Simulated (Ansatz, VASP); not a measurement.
# Pd: VASP beside Ansatz

```xyz
2
Lattice="2.6426 0.0000 0.0000 -1.3213 2.2885 0.0000 0.0000 0.0000 4.4476" Properties=species:S:1:pos:R:3 pbc="T T T"
Pd    0.0000    1.5257    1.1119
Pd    1.3213    0.7628    3.3357
```

Alike in both runs: task single point; functional PBEsol; k mesh 15 × 15 × 8; occupations fermi-dirac, width 0.05 eV; collinear spin.

|  | VASP | Ansatz |
| --- | --- | --- |
| version | VASP 6.6.1 | Ansatz 0.2.0 |
| potentials or method | VASP PAW PBE potentials, release 64 (Pd), cutoff 520 eV | plane waves (420 eV) with PAW, scalar-relativistic |
| valence electrons in the cell | 20 | 36 |

```tsv
	VASP	Ansatz	Ansatz less VASP
pressure (GPa)	20.7	21.1	+0.44
traceless stress, the component that is largest in VASP (GPa)	-1.02	-0.99	+0.027
net moment per atom (μB)	0.00	0.00	-0.001
```

VASP's potentials were made for PBE, not for PBEsol, and Ansatz warns of the same on its side. The functional is the same, so the differences come from potentials, cutoffs and numerics. VASP's potentials hold 20 valence electrons a cell and Ansatz's 36, so a difference there can come from the potentials and not from the codes. Ansatz's warnings: seeded moment not kept.
